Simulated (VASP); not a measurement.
Input of a VASP 6.6.1 run:

File INCAR:

```
SYSTEM = CO2
PREC = Accurate
ENCUT = 600
EDIFF = 1E-7
ISMEAR = -1
SIGMA = 0.05
LREAL = .FALSE.
LASPH = .TRUE.
NELM = 100
ALGO = Normal
ISIF = 3
LWAVE = .FALSE.
LCHARG = .FALSE.
GGA = RE
IBRION = 2
NSW = 60
EDIFFG = -0.01
```

File KPOINTS:

```
regular mesh
0
G
  9 9 9
  0 0 0
```

POSCAR

```
CO2
1.0
   -1.9747270000      1.9747270000      3.0140580000
    1.9747270000     -1.9747270000      3.0140580000
    1.9747270000      1.9747270000     -3.0140580000
O C
4 2
Direct
    0.8750000000      0.9597980000      0.5847980000
    0.3750000000      0.2902020000      0.4152020000
    0.0402020000      0.6250000000      0.9152020000
    0.7097980000      0.1250000000      0.0847980000
    0.0000000000      0.0000000000      0.0000000000
    0.7500000000      0.2500000000      0.5000000000
```

Potentials or basis: VASP PAW PBE potentials, release 64 (O, C).

The run is started by

```sh
$ cat potpaw_PBE.64/O/POTCAR potpaw_PBE.64/C/POTCAR > POTCAR
$ mpirun -np 1 vasp_std > vasp.out
```

Task: What does it give for the relaxed cell?

Result: a = 4.130 Å, b = 4.130 Å, c = 4.130 Å, α = 122.05°, β = 122.05°, γ = 86.49°.

Task: Estimate the relaxed volume.

Result: 8.03 Å³/atom.

Task: What does it give for the space group after relaxing (to 0.05 Å)?

Result: I-42d (No. 122).

Task: Predict the band gap on the k mesh.

Result: 7.66 eV, indirect (least direct gap 8.03 eV).

The path:
| step | energy change (eV) | largest force (eV/Å) | pressure (GPa) | volume (Å³) |
| --- | --- | --- | --- | --- |
| 1 | 0.0000 | 0.1710 | 4.54 | 47.01 |
| 2 | 0.0061 | 0.4459 | -4.67 | 48.54 |
| 3 | -0.0109 | 0.1102 | 0.28 | 47.68 |
| 4 | -0.0130 | 0.0719 | 0.13 | 47.85 |
| 5 | -0.0150 | 0.0116 | -0.17 | 48.23 |
| 6 | -0.0155 | 0.0103 | 0.01 | 48.20 |
| 7 | -0.0157 | 0.0093 | 0.15 | 48.17 |

Caveat: the PAW data sets were made with another functional, which shifts forces and pressure a little. A k mesh can miss the band edges.
